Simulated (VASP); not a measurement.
A run of VASP 6.6.1:

INCAR

```
PREC     = Accurate       # precision mode
ENCUT    = 520            # plane-wave cutoff, eV
EDIFF    = 1E-7           # SCF threshold, eV
ISMEAR   = -1             # smearing method
SIGMA    = 0.1            # smearing width, eV
LREAL    = False          # projectors in reciprocal space
LASPH    = True           # aspherical terms in the spheres
NELM     = 60             # most SCF steps
ALGO     = Normal         # electronic algorithm
ISIF     = 2              # what is computed and relaxed
LWAVE    = False          # write WAVECAR
LCHARG   = False          # write CHGCAR
NBANDS   = 51             # bands
```

The input KPOINTS:

```
regular mesh
0
Gamma
  2 2 2
```

Contents of POSCAR:

```
Zn
1.0
    0.0000000000      3.9295520000      3.9295520000
    3.9295520000      0.0000000000      3.9295520000
    3.9295520000      3.9295520000      0.0000000000
Zn
7
Direct
   -0.0113857763      0.0105818679      0.1244197812
    0.0051217034      0.5205262585     -0.0055665379
    0.0040994495      0.4871555333      0.5109592646
    0.5083367010     -0.0023769885      0.0028683931
    0.4829170094     -0.0060667221      0.5189877879
    0.5040065636      0.4964372529     -0.0163876187
    0.5069043494      0.4937427982      0.4897189298
```

Potentials or basis: VASP PAW LDA potentials, release 64 (Zn).

The run is started by

```sh
$ cat potpaw_LDA.64/Zn/POTCAR > POTCAR
$ mpirun -np 1 vasp_std > vasp.out
```

Hardware: 1 thread of AMD EPYC 7R43 64-Core Processor (Zen 3), on a shared host.

Task: How long does it take, and how much memory?

Result: Run time: 91 s on 1 thread of AMD EPYC 7R43 64-Core Processor (Zen 3), with other jobs on the host, peak memory 0.17 GiB. Counts: scf iterations 17, k points 8.
